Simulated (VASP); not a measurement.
Wanted: the native input for a VASP 6.6.1 run.

```
Task                   : single point
Functional             : PBE
Dispersion             : D3(BJ)
Potentials or basis    : VASP PAW PBE potentials, release 64 (N)
Cutoff                 : 520 eV
k mesh                 : 1 × 1 × 1
Occupations            : fermi-dirac, width 0.02 eV
Spin                   : no spin polarisation
Dipole correction      : no
Further INCAR settings : LREAL = Auto; ALGO = Normal; EDIFF = 1e-06; NBANDS = 54
```

The structure of N lies in POSCAR:

```
N
1.0
    7.9916580000      0.0000000000      0.0000000000
    0.0000000000      7.9916580000      0.0000000000
    0.0000000000      0.0000000000      7.9916580000
N
16
Direct
    0.4310369638      0.9111000496      0.8783283769
    0.4306365463      0.7775482885      0.8310165425
    1.0556382668      0.0177059629      0.1013807147
    0.9557716309     -0.0223232776      0.0202210855
    0.3642172876      0.2682171835      0.1837541096
    0.3997168047      0.3692475329      0.0866778834
    0.7144074484      0.2144611293      0.7731186695
    0.7787870802      0.1602546055      0.6631039516
    0.7936275551      0.0233243214      0.4175353850
    0.8156380065     -0.1098895874      0.4419358286
    1.0192503233      0.5729349279      0.1679125909
    0.8901031551      0.5488347975      0.2041003256
    0.1376560408      0.3586990334      0.7860696742
    0.0554328026      0.4563633729      0.7287599144
    0.4056855286      0.6660570310      0.4853561051
    0.4739316923      0.6344365587      0.3706740203
```

The input as run:

INCAR

```
SYSTEM = N
PREC = Accurate
ENCUT = 520
EDIFF = 1E-6
ISMEAR = -1
SIGMA = 0.02
LREAL = Auto
LASPH = .TRUE.
NELM = 80
ALGO = Normal
ISIF = 2
LWAVE = .FALSE.
LCHARG = .FALSE.
GGA = PE
IVDW = 12
NBANDS = 54
```

KPOINTS

```
regular mesh
0
G
  1 1 1
  0 0 0
```

Potentials or basis: VASP PAW PBE potentials, release 64 (N).

The run is started by

```bash
$ cat potpaw_PBE.64/N/POTCAR > POTCAR
$ mpirun -np 1 vasp_gam > vasp.out
```

Results of the run:

The pressure is 1.2 GPa, the largest force is 6.272 eV/Å and the dispersion energy per atom is -0.037 eV.

Caveat: the k points lie up to 0.79 Å⁻¹ apart; the standard files for N, O and F lose accuracy on very short bonds.

It took 59 s on 1 thread of Intel(R) Xeon(R) Platinum 8488C (Sapphire Rapids) (shared host), peak memory 0.41 GiB.
